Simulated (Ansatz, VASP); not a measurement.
## Na: VASP beside Ansatz

The input INCAR:

```
SYSTEM = Na
PREC = Accurate ; ENCUT = 520
EDIFF = 1E-7 ; ISMEAR = 0
SIGMA = 0.15 ; LREAL = .FALSE.
LASPH = .TRUE. ; NELM = 80
ALGO = Fast ; ISIF = 2
LWAVE = .FALSE. ; LCHARG = .TRUE.
GGA = PS ; LELF = .TRUE.
LVHAR = .TRUE. ; NBANDS = 14
```

KPOINTS

```
regular mesh
0
G
  12 12 8
  0 0 0
```

POSCAR

```
Na
1.0
    3.7670009976      0.0000000000      0.0000000000
   -1.8835004988      3.2623185600      0.0000000000
    0.0000000000      0.0000000000      6.1540000000
Na
2
Direct
    0.2988486569      0.5976973138      0.1768768281
    0.6666666667      0.3333333333      0.7500000000
```

Input for Ansatz:

```yaml
crystal:
  lattice:
    - [3.7670009976, 0.0, 0.0]
    - [-1.8835004988, 3.26231856, 0.0]
    - [0.0, 0.0, 6.154]
  atoms:
    - { symbol: Na, position: [0.2988486569, 0.5976973138, 0.1768768281] }
    - { symbol: Na, position: [0.6666666667, 0.3333333333, 0.75] }
basis:
  ecutwfc: 420
kpoints:
  mp_grid: { grid: [12, 12, 8] }
hamiltonian:
  xc: pbesol
scf:
  occupations: { method: gaussian, width: 0.15 }
output:
  forces: true
  stress: true
  eigenvalues: true
```

Alike in both runs: task single point; functional PBEsol; k mesh 12 × 12 × 8; occupations gaussian, width 0.15 eV; no spin polarisation.

|  | VASP | Ansatz |
| --- | --- | --- |
| version | VASP 6.6.1 | Ansatz 0.2.0 |
| potentials or method | VASP PAW PBE potentials, release 64 (Na_pv), cutoff 520 eV | scalar-relativistic, plane waves, PAW |
| valence electrons in the cell | 14 | 18 |

```csv
,VASP,Ansatz,Ansatz less VASP
gap on the k mesh at the Fermi level (eV),none,none,-
pressure (GPa),0.1,0.1,-0.01
"traceless stress, the component that is largest in VASP (GPa)",-0.31,-0.31,+0.001
rms of the force components (eV/Å),0.186,0.185,-0.0006
```

VASP's potentials were made for PBE, not for PBEsol. Atom by atom the forces differ by 0.001 eV/Å (rms over components). A gap of «none» marks a metal or a gap that the smearing closes. The functional is the same, so the differences come from potentials, cutoffs and numerics. VASP's potentials hold 14 valence electrons a cell and Ansatz's 18, so a difference there can come from the potentials and not from the codes.
